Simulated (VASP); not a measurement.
Set up this calculation in VASP 6.6.1, as the native input.

| Item | Value |
| --- | --- |
| Task | single point |
| Functional | PBEsol |
| Potentials or basis | VASP PAW PBE potentials, release 64 (Ir) |
| Cutoff | 520 eV |
| k mesh | 2 × 8 × 3 |
| Occupations | fermi-dirac, width 0.1 eV |
| Spin | no spin polarisation |
| Dipole correction | no |
| Further INCAR settings | ALGO = Normal; EDIFF = 1e-07; NBANDS = 16 |

The structure of Ir lies in POSCAR:

```
Ir
1.0
   12.2384552500      0.0000000000      0.0000000000
    0.0000000000      2.2334312600      0.0000000000
    0.0000000000      0.0000000000      7.1930008000
Ir
2
Direct
    0.2499999998      0.0000000000      0.1639883997
    0.7500000002      0.0000000000      0.8360116003
```

The input as run:

INCAR

```
ALGO = Normal ; EDIFF = 1E-7
ENCUT = 520 ; GGA = PS
ISIF = 2 ; ISMEAR = -1
LASPH = T ; LCHARG = F
LREAL = F ; LWAVE = F
NBANDS = 16 ; NELM = 80
PREC = Accurate ; SIGMA = 0.1
```

KPOINTS

```
k-points
0
Gamma
  2 8 3
```

Potentials or basis: VASP PAW PBE potentials, release 64 (Ir).

Launch:

```sh
$ cat potpaw_PBE.64/Ir/POTCAR > POTCAR
$ mpirun -np 1 vasp_std > vasp.out
```

Results of the run:

```yaml
Pressure: 1.1 GPa
Band_gap_on_the_k_mesh: zero (band 9 reaches -1.35 eV, above the bottom of band 10 at -4.43 eV)
```

Caveat: the PAW data sets were made with another functional, which shifts forces and pressure a little; spin-orbit coupling is left out, which moves the levels of the heavy elements.

Wall time 24 s on 1 thread of Intel(R) Xeon(R) 6975P-C (Granite Rapids) (shared host), peak memory 0.31 GiB.
